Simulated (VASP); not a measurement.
Wanted: the native input for a VASP 6.6.1 run.

| Item | Value |
| --- | --- |
| Task | single point |
| Functional | r2SCAN |
| Potentials or basis | VASP PAW PBE potentials, release 64 (Sn_d) |
| Cutoff | 520 eV |
| k mesh | 10 × 10 × 10 |
| Occupations | gaussian, width 0.15 eV |
| Spin | no spin polarisation |
| Dipole correction | no |
| Further INCAR settings | ALGO = Normal; EDIFF = 1e-06; NBANDS = 21 |

Crystal: Sn.

```
Sn
1.0
     0.00000    3.42627    2.91233
     3.42627    0.00000    2.91233
     3.42627    3.42627    0.00000
Sn
2
Direct
  0.50000 0.50000 0.50000
  0.75000 0.75000 0.75000
```

This cell differs from its parent crystal: ratio of the length along z to the lengths across it x 0.85, volume and fractional coordinates fixed.

The input as run:

POSCAR

```
Sn
1.0
    0.0000000000      3.4262734383      2.9123324225
    3.4262734383      0.0000000000      2.9123324225
    3.4262734383      3.4262734383      0.0000000000
Sn
2
Direct
    0.5000000000      0.5000000000      0.5000000000
    0.7500000000      0.7500000000      0.7500000000
```

INCAR.step1

```
SYSTEM = Sn
PREC = Accurate
ENCUT = 520
ISMEAR = 0
SIGMA = 0.15
LREAL = .False.
LASPH = .True.
NELM = 80
NBANDS = 21
GGA = PE
ALGO = Normal
EDIFF = 1E-4
LWAVE = .True.
LCHARG = .False.
```

INCAR.step2

```
SYSTEM = Sn
PREC = Accurate
ENCUT = 520
EDIFF = 1E-6
ISMEAR = 0
SIGMA = 0.15
LREAL = .False.
LASPH = .True.
NELM = 80
ALGO = Normal
ISIF = 2
LWAVE = .False.
LCHARG = .False.
METAGGA = R2SCAN
LMIXTAU = .True.
NBANDS = 21
ISTART = 1
```

KPOINTS

```
Automatic mesh
0
Gamma
  10 10 10
  0 0 0
```

Potentials or basis: VASP PAW PBE potentials, release 64 (Sn_d).

Command:

```bash
$ cat potpaw_PBE.64/Sn_d/POTCAR > POTCAR
$ cp INCAR.step1 INCAR
$ mpirun -np 1 vasp_std > vasp.out
$ cp INCAR.step2 INCAR
$ mpirun -np 1 vasp_std > vasp.out
```

Results of the run:

```yaml
Pressure: 1.3 GPa
Band_gap_on_the_k_mesh: zero (bands 14 and 15 overlap by 0.22 eV)
```

Caveat: the PAW data sets were made with another functional, which shifts forces and pressure a little; spin-orbit coupling is left out, which moves the levels of the heavy elements.

Run time: 8.9 min on 1 thread of Intel Xeon 8259CL, on a shared host, peak memory 0.29 GiB.
